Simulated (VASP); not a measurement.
Wanted: the native input for a VASP 6.6.1 run.

```yaml
Task: single point
Functional: PBE
Potentials_or_basis: VASP PAW PBE potentials, release 64 (Si)
Cutoff: 520 eV
k_mesh: 10 × 10 × 10
Occupations: gaussian, width 0.15 eV
Spin: no spin polarisation
Dipole_correction: no
Further_INCAR_settings: ALGO = Normal; EDIFF = 1e-06; NBANDS = 26
```

The structure of Si lies in POSCAR:

```
Si
1.0
   -3.4796820016      3.4796820016      3.2110505511
    3.4796820016     -3.4796820016      3.2110505511
    3.4796820016      3.4796820016     -3.2110505511
Si
8
Direct
    0.2028545115      0.2028545115      0.2028545115
    0.5000000000      0.0000000000      0.2971454885
    0.2971454885      0.5000000000      0.0000000000
    0.0000000000      0.2971454885      0.5000000000
    0.7971454885      0.7971454885      0.7971454885
    0.5000000000      0.0000000000      0.7028545115
    0.7028545115      0.5000000000      0.0000000000
    0.0000000000      0.7028545115      0.5000000000
```

One way to write it, as run:

INCAR

```
SYSTEM = Si
ALGO = Normal
EDIFF = 1E-6
ENCUT = 520
GGA = PE
ISIF = 2
ISMEAR = 0
LASPH = .True.
LCHARG = .False.
LREAL = .False.
LWAVE = .False.
NBANDS = 26
NELM = 100
PREC = Accurate
SIGMA = 0.15
```

KPOINTS

```
k-points
0
Gamma
  10 10 10
  0 0 0
```

Potentials or basis: VASP PAW PBE potentials, release 64 (Si).

Command:

```sh
$ cat potpaw_PBE.64/Si/POTCAR > POTCAR
$ mpirun -np 1 vasp_std > vasp.out
```

It gave:

```
Pressure               : -4.3 GPa
Largest force          : 0.394 eV/Å
Band gap on the k mesh : zero (bands 16 and 17 overlap by 0.11 eV)
```

Caveat: the stress differs along the axes, from -8 to 2 GPa; semilocal functionals underestimate gaps, and a narrow one can read as zero.

Wall time 7.9 min on 1 thread of Intel(R) Xeon(R) 6975P-C (Granite Rapids), with other jobs on the host, peak memory 0.61 GiB.
